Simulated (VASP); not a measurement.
A run of VASP 6.6.1 is set up as follows.

Contents of INCAR:

```
SYSTEM = TiAl3
PREC     = Accurate       ! precision mode
ENCUT    = 520            ! plane-wave cutoff, eV
EDIFF    = 1E-7           ! SCF threshold, eV
ISMEAR   = 0              ! smearing method
SIGMA    = 0.15           ! smearing width, eV
LREAL    = .False.        ! projectors in reciprocal space
LASPH    = .True.         ! aspherical terms in the spheres
NELM     = 80             ! most SCF steps
ALGO     = Fast           ! electronic algorithm
ISIF     = 2              ! what is computed and relaxed
LWAVE    = .False.        ! write WAVECAR
LCHARG   = .False.        ! write CHGCAR
GGA      = PE             ! functional
NBANDS   = 18             ! bands
```

File KPOINTS:

```
regular mesh
0
Gamma
  18 18 18
  0 0 0
```

POSCAR

```
TiAl3
1.0
   -1.9226734292      1.9226734292      4.3114047966
    1.9226734292     -1.9226734292      4.3114047966
    1.9226734292      1.9226734292     -4.3114047966
Ti Al
1 3
Direct
    0.0000000000      0.0000000000      0.0000000000
    0.5086978611      0.5086978611      0.0000000000
    0.7500000000      0.2500000000      0.5000000000
    0.2500000000      0.7500000000      0.5000000000
```

Potentials or basis: VASP PAW PBE potentials, release 64 (Ti_sv, Al).

Launch:

```sh
$ cat potpaw_PBE.64/Ti_sv/POTCAR potpaw_PBE.64/Al/POTCAR > POTCAR
$ mpirun -np 1 vasp_std > vasp.out
```

Problem. Estimate the band gap on the k mesh.

Solution. Zero (an odd number of electrons rules out a gap without spin polarisation).

Problem. Estimate the largest force.

Solution. 0.290 eV/Å.

Problem. Estimate the pressure.

Solution. 0.1 GPa.

Forces in eV/Å, atoms in the order of the input:
```
Ti   0.000  0.000 -0.018
Al   0.000  0.000 -0.290
Al   0.000  0.000  0.154
Al   0.000  0.000  0.154
```

Caveat: the cell differs from its parent crystal (atom 2 (Al) moved +0.075 Å along Cartesian [0 0 1]).
